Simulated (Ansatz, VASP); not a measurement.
# Two plane-wave programs on C

Contents of INCAR:

```
ALGO = Normal ; EDIFF = 1E-6
ENCUT = 910 ; GGA_COMPAT = F
ISIF = 2 ; ISMEAR = 0
LASPH = T ; LCHARG = F
LREAL = F ; LWAVE = F
NBANDS = 11 ; NELM = 120
PREC = Accurate ; SIGMA = 0.05
```

File KPOINTS:

```
k-points
0
Gamma
  12 12 12
```

POSCAR

```
C
1.0
    0.0000000000      1.8671620936      1.6550524798
    1.8671620936      0.0000000000      1.6550524798
    1.8671620936      1.8671620936      0.0000000000
C
2
Direct
    0.5000000000      0.5000000000      0.5000000000
    0.7500000000      0.7500000000      0.7500000000
```

Input for Ansatz:

```yaml
crystal:
  lattice:
    - [0.0, 1.8671620936, 1.6550524798]
    - [1.8671620936, 0.0, 1.6550524798]
    - [1.8671620936, 1.8671620936, 0.0]
  atoms:
    - { symbol: C, position: [0.5, 0.5, 0.5] }
    - { symbol: C, position: [0.75, 0.75, 0.75] }
basis:
  ecutwfc: 520.0
kpoints:
  mp_grid: { grid: [12, 12, 12] }
hamiltonian:
  xc: lda
  pseudopotentials: { kind: paw, azcp: { folder: soft_1 } }
scf:
  occupations: { method: gaussian, width: 0.05 }
output:
  forces: true
  stress: true
  eigenvalues: true
```

Alike in both runs: task single point; functional LDA; k mesh 12 × 12 × 12; occupations gaussian, width 0.05 eV; no spin polarisation.

```csv
,VASP,Ansatz
version,VASP 6.6.1,Ansatz 0.2.0
potentials or method,"VASP PAW LDA potentials, release 64 (C_h), cutoff 910 eV","scalar-relativistic, plane waves, PAW"
valence electrons in the cell,8,8
```

VASP gave:

| Quantity | Value |
| --- | --- |
| gap on the k mesh at the Fermi level (eV) | 1.22 |
| least direct gap on the mesh (eV) | 3.62 |

Problem. Which values does Ansatz return?

Solution. gap on the k mesh at the Fermi level (eV): 1.23; least direct gap on the mesh (eV): 3.62.

Ansatz warns that its potentials were made for another functional, while VASP's fit it. LDA's correlation is that of Perdew and Zunger in VASP and of Perdew and Wang (1992) in Ansatz.

Noted on VASP's run: the cutoff is short for stress, so the pressure is rough.
